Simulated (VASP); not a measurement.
VCrC2:

```
Cr V C
1.0
     1.46063    0.84330    4.73939
    -1.46063    0.84330    4.73939
     0.00000   -1.68659    4.73939
Cr V C
1 1 2
Cartesian
  0.0000 0.0000 7.1091
  0.0000 0.0000 0.0000
  0.0000 0.0000 3.5369
  0.0000 0.0000 10.6813
```

Base run:

```yaml
Program: VASP 6.6.1
Functional: PBEsol
Potentials_or_basis: VASP PAW PBE potentials, release 64 (Cr_pv, V_sv, C)
Cutoff: 520 eV
k_mesh: 9 × 9 × 9
Occupations: fermi-dirac, width 0.05 eV
Spin: collinear spin, ferromagnetic start
Starting_moments: "[3.0, 2.0, 0.0, 0.0] μB"
Fixed_moment: 5 μB
```

Its results: pressure 23.6 GPa; site moments Cr +2.63; V +1.55; C +0.16 μB; largest force 0.092 eV/Å.

Q: The run is repeated on the same cell with these changes: fixed moment from 5 μB to 7.5 μB; moments at the start from [3.0, 2.0, 0.0, 0.0] to [4.5, 3.0, 0.0, 0.0]. What comes out?

A: Pressure 60.3 GPa; site moments Cr +3.24; V +2.27; C +0.50 μB; largest force 0.126 eV/Å.

Caveats: the cell stands under pressure; the PAW data sets were made with another functional, which shifts forces and pressure a little; the total moment is fixed, so each spin has its own Fermi level.
